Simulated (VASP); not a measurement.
Wanted: the native input for a VASP 6.6.1 run.

```yaml
Task: single point
Functional: PBE
Potentials_or_basis: VASP PAW PBE potentials, release 64 (Hg)
Cutoff: 520 eV
k_mesh: 10 × 10 × 10
Occupations: methfessel-paxton, width 0.01 eV
Spin: no spin polarisation
Dipole_correction: no
Further_INCAR_settings: ALGO = Normal; EDIFF = 1e-07; NBANDS = 12
```

The structure of Hg lies in POSCAR:

```
Hg
1.0
    2.0783995336      1.1999645302      1.9747385792
   -2.0783995336      1.1999645302      1.9747385792
    0.0000000000     -2.3999290604      1.9747385791
Hg
1
Direct
    0.0000000000      1.0000000000      0.0000000000
```

One way to write it, as run:

INCAR

```
SYSTEM = Hg
ALGO = Normal
EDIFF = 1E-7
ENCUT = 520
GGA = PE
ISIF = 2
ISMEAR = 1
LASPH = .True.
LCHARG = .False.
LREAL = .False.
LWAVE = .False.
NBANDS = 12
NELM = 100
PREC = Accurate
SIGMA = 0.01
```

KPOINTS

```
k-points
0
Gamma
  10 10 10
  0 0 0
```

Potentials or basis: VASP PAW PBE potentials, release 64 (Hg).

Launch:

```sh
$ cat potpaw_PBE.64/Hg/POTCAR > POTCAR
$ mpirun -np 1 vasp_std > vasp.out
```

Results of the run:

```yaml
Pressure: 0.1 GPa
Band_gap_on_the_k_mesh: zero (bands 6 and 7 overlap by 4.24 eV)
```

Caveat: spin-orbit coupling is left out, which moves the levels of the heavy elements.

It took 12 s on 1 thread of Intel(R) Xeon(R) Platinum 8488C (Sapphire Rapids), on a shared host, peak memory 0.16 GiB.
